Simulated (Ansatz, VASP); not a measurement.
# One calculation of C, two programs

```
C
1.0
     2.51802    0.00000    0.00000
    -1.25901    2.18067    0.00000
     0.00000    0.00000    8.30459
C
8
Direct
  0.95532 0.95532 0.09297
  0.00000 0.00000 0.59297
  0.00000 0.00000 0.40703
  0.00000 0.00000 0.90703
  0.33333 0.66667 0.15553
  0.66667 0.33333 0.65553
  0.33333 0.66667 0.34447
  0.66667 0.33333 0.84447
```

Alike in both runs: task single point; functional PBE; k mesh 12 × 12 × 4; occupations gaussian, width 0.05 eV; no spin polarisation.

|  | VASP | Ansatz |
| --- | --- | --- |
| version | VASP 6.6.1 | Ansatz 0.2.0 |
| potentials or method | VASP PAW PBE potentials, release 64 (C), cutoff 520 eV | scalar-relativistic, plane waves, PAW |
| valence electrons in the cell | 32 | 32 |

|  | VASP | Ansatz | Ansatz less VASP |
| --- | --- | --- | --- |
| gap on the k mesh at the Fermi level (eV) | 3.73 | 3.74 | +0.008 |
| least direct gap on the mesh (eV) | 4.08 | 4.09 | +0.004 |
| pressure (GPa) | 1.8 | 1.2 | -0.65 |
| traceless stress, the component that is largest in VASP (GPa) | -1.23 | -1.19 | +0.038 |
| rms of the force components (eV/Å) | 1.133 | 1.127 | -0.0061 |

Atom by atom the forces differ by 0.007 eV/Å (rms over components).
